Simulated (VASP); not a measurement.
A run of VASP 6.6.1 is set up as follows.

The input INCAR:

```
SYSTEM = FeO
PREC     = Accurate       ! precision mode
ENCUT    = 520            ! plane-wave cutoff, eV
EDIFF    = 1E-6           ! SCF threshold, eV
ISMEAR   = -1             ! smearing method
SIGMA    = 0.05           ! smearing width, eV
LREAL    = .FALSE.        ! projectors in reciprocal space
LASPH    = .TRUE.         ! aspherical terms in the spheres
NELM     = 150            ! most SCF steps
ALGO     = Normal         ! electronic algorithm
ISIF     = 2              ! what is computed and relaxed
LWAVE    = .FALSE.        ! write WAVECAR
LCHARG   = .FALSE.        ! write CHGCAR
ISPIN    = 2              ! spin polarisation
MAGMOM   = 3 0            ! initial moments
LORBIT   = 11             ! projections on sites
LMAXMIX  = 4              ! l up to which the mixer works
GGA      = PE             ! functional
IVDW     = 13             ! dispersion correction
NBANDS   = 18             ! bands
```

KPOINTS

```
Automatic mesh
0
G
  11 11 11
  0 0 0
```

The input POSCAR:

```
FeO
1.0
    0.0000000000      2.1409337923      2.1409337923
    2.1409337923      0.0000000000      2.1409337923
    2.1409337923      2.1409337923      0.0000000000
Fe O
1 1
Direct
    0.0000000000      0.0000000000      0.0000000000
    0.5000000000      0.5000000000      0.5000000000
```

Potentials or basis: VASP PAW PBE potentials, release 64 (Fe, O).

Launch:

```bash
$ cat potpaw_PBE.64/Fe/POTCAR potpaw_PBE.64/O/POTCAR > POTCAR
$ mpirun -np 1 vasp_std > vasp.out
```

Q: What does it give for the site moments?

A: Fe +3.62; O +0.31 μB.

Q: Predict the pressure.

A: 61.3 GPa.

Q: What does it give for the band gap on the k mesh?

A: Zero (filled and empty bands overlap).

Q: What does it give for the dispersion energy per atom?

A: -0.339 eV.

Caveat: the cell stands under pressure; a cell with one magnetic atom can't hold antiferromagnetic order, which such compounds often take; semilocal functionals often make such compounds metallic where correlation or magnetic order opens a gap, which also shifts bond lengths. With open d or f shells a metallic result of PBE can be an artefact of self-interaction; +U or a hybrid may open a gap.
